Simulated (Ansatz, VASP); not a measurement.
**One calculation of GaSb, two programs**

```
Ga Sb
1.0
     0.00000    3.05223    3.13499
     3.13499    0.00000    3.13499
     3.13499    3.05223    0.00000
Ga Sb
1 1
Direct
  0.00000 0.00000 0.00000
  0.75000 0.75000 0.75000
```

Alike in both runs: task single point; functional PBE; k mesh 14 × 14 × 14; occupations gaussian, width 0.15 eV; no spin polarisation.

|  | VASP | Ansatz |
| --- | --- | --- |
| version | VASP 6.6.1 | Ansatz 0.2.0 |
| potentials or method | VASP PAW PBE potentials, release 64 (Ga_d, Sb), cutoff 520 eV | scalar-relativistic, plane waves, PAW |
| valence electrons in the cell | 18 | 28 |

|  | VASP | Ansatz | Ansatz less VASP |
| --- | --- | --- | --- |
| gap on the k mesh at the Fermi level (eV) | none | none | - |
| pressure (GPa) | 0.1 | 0.0 | -0.06 |
| traceless stress, the component that is largest in VASP (GPa) | 0.70 | 0.71 | +0.002 |

A gap of «none» marks a metal or a gap that the smearing closes. VASP's potentials hold 18 valence electrons a cell and Ansatz's 28, so a difference there can come from the potentials and not from the codes.

Neither program's run includes spin-orbit coupling.
